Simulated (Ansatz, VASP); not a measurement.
# K: VASP beside Ansatz

Contents of INCAR:

```
SYSTEM = K
PREC = Accurate ; ENCUT = 520
EDIFF = 1E-6 ; ISMEAR = -1
SIGMA = 0.1 ; LREAL = .FALSE.
LASPH = .TRUE. ; NELM = 100
ALGO = Normal ; ISIF = 2
LWAVE = .FALSE. ; LCHARG = .FALSE.
GGA = B5 ; ALDAX = 1.0
AGGAX = 1.0 ; AGGAC = 1.0
ALDAC = 0.0 ; NBANDS = 16
```

Contents of KPOINTS:

```
regular mesh
0
G
  9 9 5
  0 0 0
```

The input POSCAR:

```
K
1.0
    4.8223398243      0.0000000000      0.0000000000
   -2.4111699121      4.1762687935      0.0000000000
    0.0000000000      0.0000000000      7.8418338173
K
2
Direct
    0.3333333333      0.6666666667      0.2500000000
    0.6666666667      0.3333333333      0.7500000000
```

Input for Ansatz:

```yaml
crystal:
  lattice:
    - [4.8223398243, 0.0, 0.0]
    - [-2.4111699121, 4.1762687935, 0.0]
    - [0.0, 0.0, 7.8418338173]
  atoms:
    - { symbol: K, position: [0.3333333333, 0.6666666667, 0.25] }
    - { symbol: K, position: [0.6666666667, 0.3333333333, 0.75] }
hamiltonian:
  xc: blyp
  pseudopotentials:
    kind: paw
    azcp:
      K: "pseudopotentials/K.paw.azcp"
basis:
  ecutwfc: 420
  fft_grid_basis: typed
kpoints:
  mp_grid: { grid: [9, 9, 5], shift: [0, 0, 0] }
magnetization:
  spin_polarized: false
scf:
  occupations: { method: fermi_dirac, width: 0.1 }
  lower_state_search: "off"
output:
  stress: true
```

Alike in both runs: task single point; functional BLYP; k mesh 9 × 9 × 5; occupations fermi-dirac, width 0.1 eV; no spin polarisation.

|  | VASP | Ansatz |
| --- | --- | --- |
| version | VASP 6.6.1 | Ansatz 0.2.0 |
| potentials or method | VASP PAW PBE potentials, release 64 (K_sv), cutoff 520 eV | plane waves (420 eV) with PAW, scalar-relativistic |
| valence electrons in the cell | 18 | 18 |

|  | VASP | Ansatz | Ansatz less VASP |
| --- | --- | --- | --- |
| pressure (GPa) | -0.1 | -0.1 | +0.01 |

VASP's potentials were made for PBE, not for BLYP. With one functional, cell and mesh, what is left measures potentials, basis and numerics.
